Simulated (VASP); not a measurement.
# Mo (Im-3m) in VASP: notebook

Mo is run at these levels: PBE; tasks: single point.

Program: VASP 6.6.1. These are calculated values, not measurements. Logs are shortened: lines on timing, memory, paths and dates and some standing lists are left out, and cuts for length are marked.

## (1) The cell of the first run

Symmetry: Im-3m, No. 229, cubic system. The conventional cell has a = 3.160 Å, b = 3.160 Å, c = 3.160 Å, α = 90.00°, β = 90.00°, γ = 90.00°. Mo (site symmetry m-3m) has 14 Mo at 2.74 to 3.16 Å within 3.6 Å.

## (2) Single point, PBE

INCAR reads:

```
SYSTEM = Mo
ALGO = Normal ; EDIFF = 1E-6
ENCUT = 520 ; GGA = PE
ISIF = 2 ; ISMEAR = 0
LASPH = .TRUE. ; LCHARG = .FALSE.
LREAL = .FALSE. ; LWAVE = .FALSE.
NBANDS = 13 ; NELM = 80
PREC = Accurate ; SIGMA = 0.15
```

KPOINTS reads:

```
k-points
0
G
  20 20 20
  0 0 0
```

POSCAR reads:

```
Mo
1.0
   -1.5802339370      1.5802339370      1.5802339370
    1.5802339370     -1.5802339370      1.5802339370
    1.5802339370      1.5802339370     -1.5802339370
Mo
1
Direct
    0.0000000000      0.0000000000      0.0000000000
```

Potentials or basis: VASP PAW PBE potentials, release 64 (Mo_sv).

On the command line:

```console
$ cat potpaw_PBE.64/Mo_sv/POTCAR > POTCAR
$ mpirun -np 1 vasp_std > vasp.out
```

OUTCAR:

```text
SYSTEM = Mo
   EDIFF = 1E-6
   ENCUT = 520
   GGA = PE
   ISIF = 2
   ISMEAR = 0
   LASPH = .TRUE.
   LREAL = .FALSE.
   NELM = 80
   PREC = Accurate

 ion  position               nearest neighbor table
   1  0.000  0.000  0.000-

  LATTYP: Found a body centered cubic cell.
 ALAT       =     3.1604678740

  Lattice vectors:

 A1 = (  -1.5802339370,   1.5802339370,   1.5802339370)
 A2 = (   1.5802339370,  -1.5802339370,   1.5802339370)
 A3 = (   1.5802339370,   1.5802339370,  -1.5802339370)

Analysis of symmetry for initial positions (statically):
=====================================================================
 Subroutine PRICEL returns:
 Original cell was already a primitive cell.

 Routine SETGRP: Setting up the symmetry group for a
 body centered cubic supercell.

 Subroutine GETGRP returns: Found 48 space group operations
[... 9 lines left out ...]

 Routine SETGRP: Setting up the symmetry group for a
 body centered cubic supercell.

 Subroutine GETGRP returns: Found 48 space group operations
[... 11 lines left out ...]
                                     Primitive cell

  volume of cell :      15.7843

  direct lattice vectors                    reciprocal lattice vectors
    -1.580233937  1.580233937  1.580233937     0.000000000  0.316408848  0.316408848
     1.580233937 -1.580233937  1.580233937     0.316408848  0.000000000  0.316408848
     1.580233937  1.580233937 -1.580233937     0.316408848  0.316408848  0.000000000

  length of vectors
     2.737045467  2.737045467  2.737045467     0.447469684  0.447469684  0.447469684

  position of ions in fractional coordinates (direct lattice)
     0.000000000  0.000000000  0.000000000

  ion indices of the primitive-cell ions
   primitive index   ion index
                 1           1

----------------------------------------------------------------------------------------

 KPOINTS: k-points

Automatic generation of k-mesh.
 Grid dimensions read from file:
 generate k-points for:   20   20   20

 Generating k-lattice:

  Cartesian coordinates                     Fractional coordinates (reciprocal lattice)
     0.000000000  0.015820442  0.015820442     0.050000000  0.000000000  0.000000000
     0.015820442  0.000000000  0.015820442     0.000000000  0.050000000  0.000000000
     0.015820442  0.015820442  0.000000000     0.000000000  0.000000000  0.050000000

  Length of vectors
     0.022373484  0.022373484  0.022373484

  Shift w.r.t. Gamma in fractional coordinates (k-lattice)
     0.000000000  0.000000000  0.000000000

 Subroutine IBZKPT returns following result:
 ===========================================

 Found    256 irreducible k-points:

 Following reciprocal coordinates:
            Coordinates               Weight
  0.000000  0.000000  0.000000      1.000000
  0.050000  0.000000  0.000000     12.000000
  0.100000  0.000000  0.000000     12.000000
  0.150000  0.000000  0.000000     12.000000
  0.200000  0.000000  0.000000     12.000000
  0.250000  0.000000  0.000000     12.000000
[... 16 lines left out ...]
  0.200000  0.100000  0.000000     48.000000
  0.250000  0.100000  0.000000     48.000000
 [... further k-points ...]
   k-points           NKPTS =    256   k-points in BZ     NKDIM =    256   number of bands    NBANDS=     13
   number of dos      NEDOS =    301   number of ions     NIONS =      1
   total plane-waves  NPLWV =   8000
   dimension x,y,z NGX =    20 NGY =   20 NGZ =   20
   dimension x,y,z NGXF=    40 NGYF=   40 NGZF=   40
   ions per type =               1
   NGX,Y,Z   is equivalent  to a cutoff of  12.15, 12.15, 12.15 a.u.
   NGXF,Y,Z  is equivalent  to a cutoff of  24.30, 24.30, 24.30 a.u.
 SYSTEM =  Mo
   PREC   = accura    normal or accurate (medium, high low for compatibility)
   ISTART =      0    job   : 0-new  1-cont  2-samecut
   ICHARG =      2    charge: 1-file 2-atom 10-const
   ISPIN  =      1    spin polarized calculation?
   LNONCOLLINEAR =      F non collinear calculations
   LSORBIT =      F    spin-orbit coupling
   LASPH  =      T    aspherical Exc in radial PAW
   ENCUT  =  520.0 eV  38.22 Ry    6.18 a.u.   5.09  5.09  5.09*2*pi/ulx,y,z
   NELM   =     80;   NELMIN=  2; NELMDL= -5     # of ELM steps
   EDIFF  = 0.1E-05   stopping-criterion for ELM
   LREAL  =      F    real-space projection
   EDIFFG = 0.1E-04   stopping-criterion for IOM
   NSW    =      0    number of steps for IOM
   IBRION =     -1    ionic relax: 0-MD 1-quasi-New 2-CG
   NFREE  =      0    steps in history (QN), initial steepest desc. (CG)
   ISIF   =      2    stress and relaxation
   ISYM   =      2    0-nonsym 1-usesym 2-fastsym
   POTIM  = 0.5000    time-step for ionic-motion
   TEBEG  =    0.0;   TEEND  =   0.0 temperature during run
   PSTRESS=    0.0 pullay stress
   NELECT =      14.0000    total number of electrons
   NUPDOWN=      -1.0000    fix difference up-down
   EMIN   =  10.00;   EMAX   =-10.00  energy-range for DOS
   EFERMI =   0.00;   METHOD = LEGACY
   ISMEAR =     0;   SIGMA  =   0.15  broadening in eV -4-tet -1-fermi 0-gaus
   EFERMI_NEDOS =   21; number of points for ismear=-14 and -15
   IALGO  =     38    algorithm
   IMIX   =      4    mixing-type and parameters
     AMIX     =   0.40;   BMIX     =  1.00
     AMIX_MAG =   1.60;   BMIX_MAG =  1.00
  volume/ion in A,a.u.               =      15.78       106.52
  Fermi-wavevector in a.u.,A,eV,Ry     =   1.572930  2.972407 33.662304  2.474110
  Thomas-Fermi vector in A             =   2.674291
   LORBIT       =      0    0 simple, 1 ext, 2 COOP (PROOUT), +10 PAW based schemes
   GGA     = PE    functional components
   LHFCALC =     F    Hartree Fock is set to
   AEXX    =    0.0000 exact exchange contribution
   IVDW    =     0    specifies the selected vdW correction
   LEPSILON=     F    determine dielectric tensor
   LRPA    =     F    only Hartree local field effects (RPA)
 non-spin polarized calculation
 Gauss-broadening in eV      SIGMA  =   0.15
  energy-cutoff  :      520.00
  volume of cell :       15.78
 maximum number of plane-waves:       438
   NGX = 11   NGY = 11   NGZ = 11

 number of electron      14.0000004 magnetization

 Free energy of the ion-electron system (eV)
  ---------------------------------------------------
  ext. energy  EPLUGINS =         0.00000000
  ---------------------------------------------------
  free energy    TOTEN  =       -10.94055652 eV

  energy without entropy =      -10.93382399  energy(sigma->0) =      -10.93719026

 E-fermi :  12.4531     XC(G=0): -13.3363

 val. band max:       12.4312553202   @ k =  -0.2000   0.2000   0.1500
 cond. band min:      12.4580289543   @ k =  -0.2000   0.2000   0.1000
 fundamental gap:      0.0267736341
 Fermi energy:        12.4530762758

 k-point     1 :       0.0000    0.0000    0.0000
  band No.  band energies     occupation
      1     -48.8452      2.00000
      2     -22.1333      2.00000
      3     -22.1333      2.00000
      4     -22.1333      2.00000
      5       5.2341      2.00000
      6      11.0905      2.00000
      7      11.0905      2.00000
      8      11.0905      2.00000
      9      14.0804      0.00000
     10      14.0804      0.00000
     11      27.2552      0.00000
     12      27.2552      0.00000
     13      27.2552      0.00000

 k-point     2 :       0.0500    0.0000    0.0000
  band No.  band energies     occupation
      1     -48.8391      2.00000
      2     -22.1689      2.00000
      3     -22.1443      2.00000
      4     -22.1336      2.00000
      5       5.3443      2.00000
      6      11.0284      2.00000
      7      11.0810      2.00000
      8      11.1931      2.00000
      9      13.9870      0.00000
     10      14.0819      0.00000
     11      27.3385      0.00000
     12      27.4403      0.00000
     13      27.4726      0.00000

 k-point     3 :       0.1000    0.0000    0.0000
  band No.  band energies     occupation
      1     -48.8213      2.00000
      2     -22.2714      2.00000
      3     -22.1761      2.00000
      4     -22.1343      2.00000
      5       5.6623      2.00000
      6      10.8533      2.00000
      7      11.0405      2.00000
      8      11.4976      2.00000
      9      13.7677      0.00000
     10      14.0898      0.00000
     11      27.5476      0.00000
     12      27.9829      0.00000
     13      28.0331      0.00000

 k-point     4 :       0.1500    0.0000    0.0000
  band No.  band energies     occupation
      1     -48.7936      2.00000
      2     -22.4288      2.00000
      3     -22.2252      2.00000
      4     -22.1354      2.00000
      5       6.1459      2.00000
      6      10.5945      2.00000
      7      10.9501      2.00000
      8      11.9934      1.99999
      9      13.5612      0.00000
     10      14.1126      0.00000
     11      27.7435      0.00000
     12      28.6661      0.00000
     13      28.8484      0.00000

 k-point     5 :       0.2000    0.0000    0.0000
  band No.  band energies     occupation
      1     -48.7585      2.00000
      2     -22.6235      2.00000
      3     -22.2866      2.00000
      4     -22.1369      2.00000
      5       6.7086      2.00000
      6      10.2892      2.00000
      7      10.8465      2.00000
      8      12.6624      0.04846
      9      13.4838      0.00000
     10      14.1601      0.00000
     11      27.6843      0.00000
     12      28.9397      0.00000
     13      29.9898      0.00000

 k-point     6 :       0.2500    0.0000    0.0000
  band No.  band energies     occupation
      1     -48.7193      2.00000
      2     -22.8350      2.00000
      3     -22.3539      2.00000
      4     -22.1386      2.00000
      5       7.1966      2.00000
      6       9.9739      2.00000
      7      10.8876      2.00000
      8      13.4759      0.00000
      9      13.5573      0.00000
     10      14.2387      0.00000
     11      27.2085      0.00000
     12      28.5108      0.00000
     13      31.3538      0.00000

 k-point     7 :       0.3000    0.0000    0.0000
  band No.  band energies     occupation
      1     -48.6798      2.00000
      2     -23.0421      2.00000
      3     -22.4204      2.00000
      4     -22.1403      2.00000
      5       7.4401      2.00000
      6       9.6790      2.00000
      7      11.2701      2.00000
      8      13.7336      0.00000
      9      14.3470      0.00000
     10      14.3907      0.00000
     11      26.4497      0.00000
     12      27.5103      0.00000
     13      32.8802      0.00000
[... 193 lines left out ...]
 k-point    20 :       0.4500    0.0500   -0.0000
  band No.  band energies     occupation
      1     -48.5906      2.00000
      2     -23.4727      2.00000
      3     -22.5738      2.00000
      4     -22.1581      2.00000
      5       7.2571      2.00000
      6       9.1144      2.00000
      7      13.4865      0.00000
      8      14.0900      0.00000
      9      14.9806      0.00000
     10      17.2546      0.00000
     11      23.9419      0.00000
     12      24.5633      0.00000
     13      29.5975      0.00000

 k-point    21 :       0.1000    0.1000    0.0000
  band No.  band energies     occupation
      1     -48.7780      2.00000
      2     -22.5131      2.00000
      3     -22.2247      2.00000
      4     -22.1675      2.00000
      5       6.4259      2.00000
      6      10.5745      2.00000
      7      10.6938      2.00000
      8      12.3788      1.51634
      9      13.3730      0.00000
     10      14.2333      0.00000
     11      28.0970      0.00000
     12      28.7519      0.00000
     13      29.0833      0.00000

 k-point    22 :       0.1500    0.1000    0.0000
  band No.  band energies     occupation
      1     -48.7445      2.00000
      2     -22.6871      2.00000
      3     -22.2842      2.00000
      4     -22.1780      2.00000
      5       6.9794      2.00000
      6      10.3098      2.00000
      7      10.5188      2.00000
      8      13.0987      0.00000
      9      13.2699      0.00000
     10      14.3530      0.00000
     11      28.1629      0.00000
     12      28.7781      0.00000
     13      29.7732      0.00000

 k-point    23 :       0.2000    0.1000    0.0000
  band No.  band energies     occupation
      1     -48.7072      2.00000
      2     -22.8736      2.00000
      3     -22.3588      2.00000
      4     -22.1834      2.00000
      5       7.4817      2.00000
      6      10.0016      2.00000
      7      10.4984      2.00000
      8      13.2983      0.00000
      9      13.9797      0.00000
     10      14.4834      0.00000
     11      27.5523      0.00000
     12      28.4295      0.00000
     13      30.7344      0.00000

 k-point    24 :       0.2500    0.1000    0.0000
  band No.  band energies     occupation
      1     -48.6696      2.00000
      2     -23.0553      2.00000
      3     -22.4358      2.00000
      4     -22.1872      2.00000
      5       7.7447      2.00000
      6       9.7183      2.00000
      7      10.7867      2.00000
      8      13.4709      0.00000
      9      14.5695      0.00000
     10      14.9921      0.00000
     11      26.6535      0.00000
     12      27.6051      0.00000
     13      31.8654      0.00000

 [... further k-points ...]
[... 5 lines left out ...]
  --------------------------------------------------------------------------------------
  -------------------------------------------------------------------------------------
  Total        0.0648391      0.0648391      0.0648391     -0.0000000     -0.0000000      0.0000000
  in kB        6.5814825      6.5814825      6.5814825     -0.0000000     -0.0000000      0.0000000
  external PRESSURE =       6.5814825 kB  Pullay stress =       0.0000000 kB

 VOLUME and BASIS-vectors are now :
 -----------------------------------------------------------------------------
  energy-cutoff  :      520.00
  volume of cell :       15.78
      direct lattice vectors                 reciprocal lattice vectors
    -1.580233937  1.580233937  1.580233937     0.000000000  0.316408848  0.316408848
     1.580233937 -1.580233937  1.580233937     0.316408848  0.000000000  0.316408848
     1.580233937  1.580233937 -1.580233937     0.316408848  0.316408848  0.000000000

 POSITION                                       TOTAL-FORCE (eV/Angst)
 -----------------------------------------------------------------------------------
      0.00000      0.00000      0.00000         0.000000      0.000000      0.000000
 -----------------------------------------------------------------------------------
    total drift:                                0.000000     -0.000000      0.000000

  FREE ENERGIE OF THE ION-ELECTRON SYSTEM (eV)
  ---------------------------------------------------
  free  energy   TOTEN  =       -10.9405565248 eV

  energy  without entropy=      -10.9338239932  energy(sigma->0) =      -10.93719026
```

It took 25 s on 1 thread of Intel Xeon Platinum 8259CL at 2.50GHz (Skylake/Cascade Lake), shared host; peak memory 0.16 GiB.

Results:

```yaml
Free_energy: -10.9406 eV
Pressure: 0.7 GPa
Band_gap_on_the_k_mesh: zero (band 7 reaches 16.36 eV, above the bottom of band 8 at 11.09 eV)
```

Levels at points of the mesh, in eV from the Fermi level:
```csv
k point,band 4,band 5,band 6,band 7,band 8,band 9,band 10,band 11
"(0.00, 0.00, 0.00)",-34.59,-7.22,-1.36,-1.36,-1.36,1.63,1.63,14.80
"(0.50, 0.00, 0.00)",-34.60,-5.28,-3.37,1.57,1.65,2.27,4.66,11.48
"(0.50, 0.50, 0.50)",-35.52,-5.38,-5.38,3.91,3.91,3.91,8.97,8.97
```

## (3) Single point, PBE

INCAR reads:

```
SYSTEM = Mo
ALGO     = Fast           ! electronic algorithm
EDIFF    = 1E-6           ! SCF threshold, eV
ENCUT    = 520            ! plane-wave cutoff, eV
GGA      = PE             ! functional
ISIF     = 2              ! what is computed and relaxed
ISMEAR   = 0              ! smearing method
LASPH    = .TRUE.         ! aspherical terms in the spheres
LCHARG   = .FALSE.        ! write CHGCAR
LREAL    = .FALSE.        ! projectors in reciprocal space
LWAVE    = .FALSE.        ! write WAVECAR
NBANDS   = 13             ! bands
NELM     = 80             ! most SCF steps
PREC     = Accurate       ! precision mode
SIGMA    = 0.15           ! smearing width, eV
```

KPOINTS reads:

```
k-points
0
G
  22 22 22
  0 0 0
```

POSCAR is that of step 2.

Potentials or basis: VASP PAW PBE potentials, release 64 (Mo_sv).

On the command line:

```console
$ cat potpaw_PBE.64/Mo_sv/POTCAR > POTCAR
$ mpirun -np 1 vasp_std > vasp.out
```

Run time: 38 s. Hardware: 1 thread of Intel Xeon Platinum 8259CL at 2.50GHz (Skylake/Cascade Lake), shared host; peak memory 0.17 GiB.

It converged, with:

* Free energy: -10.9378 eV
* Pressure: 0.6 GPa
* Band gap on the k mesh: zero (band 7 reaches 16.36 eV, above the bottom of band 8 at 11.09 eV)

Levels at points of the mesh, in eV from the Fermi level:
```tsv
k point	band 4	band 5	band 6	band 7	band 8	band 9	band 10	band 11
(0.00, 0.00, 0.00)	-34.55	-7.19	-1.33	-1.33	-1.33	1.66	1.66	14.83
(0.50, 0.00, 0.00)	-34.57	-5.25	-3.34	1.60	1.68	2.30	4.69	11.51
(0.50, 0.50, 0.50)	-35.49	-5.35	-5.35	3.94	3.94	3.94	9.00	9.00
```
